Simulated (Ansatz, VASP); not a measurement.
## One calculation of TaTe, two programs

The input INCAR:

```
  PREC = Accurate
  ENCUT = 500
  EDIFF = 1E-6
  ISMEAR = -1
  SIGMA = 0.05
  LREAL = F
  LASPH = T
  NELM = 120
  ALGO = Normal
  ISIF = 2
  LWAVE = F
  LCHARG = T
  GGA = PE
  LELF = T
  LVHAR = T
  NBANDS = 16
  GGA_COMPAT = F
```

KPOINTS

```
Automatic mesh
0
Gamma
  8 8 8
```

The input POSCAR:

```
TaTe
1.0
    3.4650963454      0.0000000000      0.0000000000
    0.0000000000      3.4650963454      0.0000000000
    0.0000000000      0.0000000000      3.4650963454
Ta Te
1 1
Direct
    0.5000000000      0.5000000000      0.5000000000
    0.0000000000      0.0000000000      0.0000000000
```

The input input.yaml:

```yaml
crystal:
  lattice:
    - [3.4650963454, 0.0, 0.0]
    - [0.0, 3.4650963454, 0.0]
    - [0.0, 0.0, 3.4650963454]
  atoms:
    - { symbol: Ta, position: [0.5, 0.5, 0.5] }
    - { symbol: Te, position: [0.0, 0.0, 0.0] }
kpoints:
  mp_grid: { grid: [8, 8, 8] }
scf:
  occupations: { method: fermi_dirac, width: 0.05 }
hamiltonian:
  xc: pbe
  pseudopotentials: { kind: all_electron, lapw: { basis_error: 0.0005 } }
output:
  forces: true
  stress: true
  eigenvalues: true
```

Change from the starting cell: volume scaled by 1.04.

Alike in both runs: task single point; functional PBE; k mesh 8 × 8 × 8; occupations fermi-dirac, width 0.05 eV; no spin polarisation.

|  | VASP | Ansatz |
| --- | --- | --- |
| version | VASP 6.6.1 | Ansatz 0.2.0 |
| potentials or method | VASP PAW PBE potentials, release 64 (Ta_pv, Te), cutoff 500 eV | all-electron LAPW, scalar-relativistic |

```tsv
	VASP	Ansatz	Ansatz less VASP
gap on the k mesh at the Fermi level (eV)	none	none	-
pressure (GPa)	-5.1	-5.0	+0.06
```

A gap of «none» marks a metal or a gap that the smearing closes. Ansatz ran all-electron here, and VASP with PAW potentials.

Spin-orbit coupling is off throughout.
